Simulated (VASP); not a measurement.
Set up this calculation in VASP 6.6.1, as the native input.

```
Task                   : single point
Functional             : PBEsol
Potentials or basis    : VASP PAW PBE potentials, release 64 (P)
Cutoff                 : 520 eV
k mesh                 : 7 × 1 × 5
Occupations            : fermi-dirac, width 0.05 eV
Spin                   : no spin polarisation
Dipole correction      : no
Further INCAR settings : ALGO = Normal; EDIFF = 1e-06; NBANDS = 18
```

The structure of P lies in POSCAR:

```
P
1.0
    3.2837277200      0.0000000000      0.0000000000
    0.0000000000     34.8570309900      0.0000000000
    0.0000000000      0.0000000000      4.6320847100
P
4
Direct
    0.5000000000      0.9700795479      0.9106196989
    0.5000000000      0.0299204521      0.0893803011
    0.0000000000      0.0299204521      0.4106196989
    0.0000000000      0.9700795479      0.5893803011
```

These files were run (other wordings do the same):

INCAR

```
  PREC = Accurate
  ENCUT = 520
  EDIFF = 1E-6
  ISMEAR = -1
  SIGMA = 0.05
  LREAL = False
  LASPH = True
  NELM = 100
  ALGO = Normal
  ISIF = 2
  LWAVE = False
  LCHARG = True
  GGA = PS
  LELF = True
  LVHAR = True
  NBANDS = 18
```

KPOINTS

```
regular mesh
0
Gamma
  7 1 5
```

Potentials or basis: VASP PAW PBE potentials, release 64 (P).

Command:

```console
$ cat potpaw_PBE.64/P/POTCAR > POTCAR
$ mpirun -np 1 vasp_std > vasp.out
```

It gave:

The largest force is 0.020 eV/Å. The band gap on the k mesh is 0.93 eV, direct.

Caveat: the PAW data sets were made with another functional, which shifts forces and pressure a little.

Wall time 71 s on 1 thread of Intel(R) Xeon(R) 6975P-C (Granite Rapids), on a shared host, peak memory 0.54 GiB.
